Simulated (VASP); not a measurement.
A run of VASP 6.6.1 is set up as follows.

File INCAR:

```
SYSTEM = Nb3Sn
GGA = PE ; ISMEAR = 1
SIGMA = 0.05 ; LWAVE = .False.
LCHARG = .False. ; NBANDS = 84
PREC = Accurate ; LASPH = .True.
LREAL = .False. ; ALGO = Normal
EDIFF = 1E-7 ; NELM = 120
GGA_COMPAT = .False. ; ENCUT = 590
LMAXMIX = 4 ; KPAR = 4
```

Contents of KPOINTS:

```
Automatic mesh
0
Gamma
  8 8 8
  0 0 0
```

The input KPOINTS_OPT:

```
path GXMGRX,MR
12
line-mode
reciprocal
 0.0000000000  0.0000000000  0.0000000000  G
 0.0000000000  0.5000000000  0.0000000000  X

 0.0000000000  0.5000000000  0.0000000000  X
 0.5000000000  0.5000000000  0.0000000000  M

 0.5000000000  0.5000000000  0.0000000000  M
 0.0000000000  0.0000000000  0.0000000000  G

 0.0000000000  0.0000000000  0.0000000000  G
 0.5000000000  0.5000000000  0.5000000000  R

 0.5000000000  0.5000000000  0.5000000000  R
 0.0000000000  0.5000000000  0.0000000000  X

 0.5000000000  0.5000000000  0.0000000000  M
 0.5000000000  0.5000000000  0.5000000000  R
```

The input POSCAR:

```
Nb3Sn
1.0
    5.2821000000      0.0000000000      0.0000000000
    0.0000000000      5.2821000000      0.0000000000
    0.0000000000      0.0000000000      5.2821000000
Sn Nb
2 6
Direct
    0.5000000000      0.5000000000      0.5000000000
    0.0000000000      0.0000000000      0.0000000000
    0.0000000000      0.5000000000      0.2500000000
    0.0000000000      0.5000000000      0.7500000000
    0.5000000000      0.2500000000      0.0000000000
    0.7500000000      0.0000000000      0.5000000000
    0.5000000000      0.7500000000      0.0000000000
    0.2500000000      0.0000000000      0.5000000000
```

Potentials or basis: VASP PAW PBE potentials, release 64 (Sn_d, Nb_sv).

Command:

```console
$ cat potpaw_PBE.64/Sn_d/POTCAR potpaw_PBE.64/Nb_sv/POTCAR > POTCAR
$ mpirun -np 4 vasp_std > vasp.out
```

Task: Estimate the band gap along the path.

Result: Zero within the smearing.

Task: Predict the pressure.

Result: 3.3 GPa.

Levels at the corners of the path, in eV from the Fermi level:
```tsv
point	band 51	band 52	band 53	band 54	band 55	band 56
Γ	-0.55	-0.55	-0.06	-0.06	2.39	2.39
X	-0.84	-0.84	-0.37	-0.37	1.53	1.53
X	-0.84	-0.84	-0.37	-0.37	1.53	1.53
M	0.17	0.17	0.20	0.59	0.63	0.63
M	0.17	0.17	0.20	0.59	0.63	0.63
Γ	-0.55	-0.55	-0.06	-0.06	2.39	2.39
Γ	-0.55	-0.55	-0.06	-0.06	2.39	2.39
R	0.04	0.04	0.13	0.13	0.13	0.13
R	0.04	0.04	0.13	0.13	0.13	0.13
X	-0.84	-0.84	-0.37	-0.37	1.53	1.53
M	0.17	0.17	0.20	0.59	0.63	0.63
R	0.04	0.04	0.13	0.13	0.13	0.13
```

Caveat: the cell stands under pressure; spin-orbit coupling is left out, which moves the levels of the heavy elements.
